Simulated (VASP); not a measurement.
Write the native input for VASP 6.6.1 that does the following.

```
Task                   : single point
Functional             : PBEsol
Dispersion             : D3(BJ)
Potentials or basis    : VASP PAW PBE potentials, release 64 (Ta_pv, As, Au, O)
Cutoff                 : 520 eV
k mesh                 : 4 × 4 × 3
Occupations            : fermi-dirac, width 0.05 eV
Spin                   : no spin polarisation
Dipole correction      : no
Further INCAR settings : LREAL = Auto; ALGO = Normal; EDIFF = 1e-06; NBANDS = 84
```

The structure of Ta3AsAu2O13 lies in POSCAR:

```
Ta3AsAu2O13
1.0
    5.7329709565      0.1776400110      0.1492323540
    2.3208713183      5.5682553165      0.1232285822
    2.0468920991      1.7595611909      7.5031662647
Ta As Au O
3 1 2 13
Direct
    0.3905537377      0.0467808095      0.5767964943
    0.9204760308      0.6739840906      0.7554420652
    0.0793518277      0.2830954561      0.1791494898
    0.0399254291      0.9066640950      0.0273474210
    0.2372047725      0.6788411179      0.3710039943
    0.7129179109      0.4099230489      0.5923458399
    0.1580230645      0.6018787606      0.1697663502
    0.8376764343      0.1431643785      0.1284631375
    0.2455476691      0.9654080476      0.8283922862
    0.8229194286      0.8554308920      0.9438567277
    0.7250792249      0.7495382075      0.5318915803
    0.1910370764      0.4089936103      0.5900016327
    0.2949539892      0.9317332404      0.1500349581
    0.6854234562      0.0693494408      0.6439649749
    0.1391987723      0.4255301567      0.9283908781
    0.3286949851      0.1690768708      0.3402733779
    0.2096285777      0.8089715710      0.5819835732
    0.7126887568      0.4716305813      0.8239388159
    0.7686788561      0.4000156244      0.3369564028
```

One way to write it, as run:

INCAR

```
PREC     = Accurate       # precision mode
ENCUT    = 520            # plane-wave cutoff, eV
EDIFF    = 1E-6           # SCF threshold, eV
ISMEAR   = -1             # smearing method
SIGMA    = 0.05           # smearing width, eV
LREAL    = Auto         
LASPH    = True           # aspherical terms in the spheres
NELM     = 80             # most SCF steps
ALGO     = Normal         # electronic algorithm
ISIF     = 2              # what is computed and relaxed
LWAVE    = False          # write WAVECAR
LCHARG   = True           # write CHGCAR
GGA      = PS             # functional
IVDW     = 12             # dispersion correction
LELF     = True           # ELF
LVHAR    = True         
NBANDS   = 84             # bands
```

KPOINTS

```
Automatic mesh
0
Gamma
  4 4 3
```

Potentials or basis: VASP PAW PBE potentials, release 64 (Ta_pv, As, Au, O).

The run is started by

```bash
$ cat potpaw_PBE.64/Ta_pv/POTCAR potpaw_PBE.64/As/POTCAR potpaw_PBE.64/Au/POTCAR potpaw_PBE.64/O/POTCAR > POTCAR
$ mpirun -np 1 vasp_std > vasp.out
```

It gave:

```
Pressure                   : 1.2 GPa
Largest force              : 0.431 eV/Å
Band gap on the k mesh     : 1.50 eV (least direct gap 1.62 eV)
Dispersion energy per atom : -0.183 eV
```

Caveat: the PAW data sets were made with another functional, which shifts forces and pressure a little; spin-orbit coupling is left out, which moves the levels of the heavy elements.

It took 16 min on 1 thread of AMD EPYC 7R13 Processor (Zen 3), with other jobs on the host, peak memory 0.55 GiB.
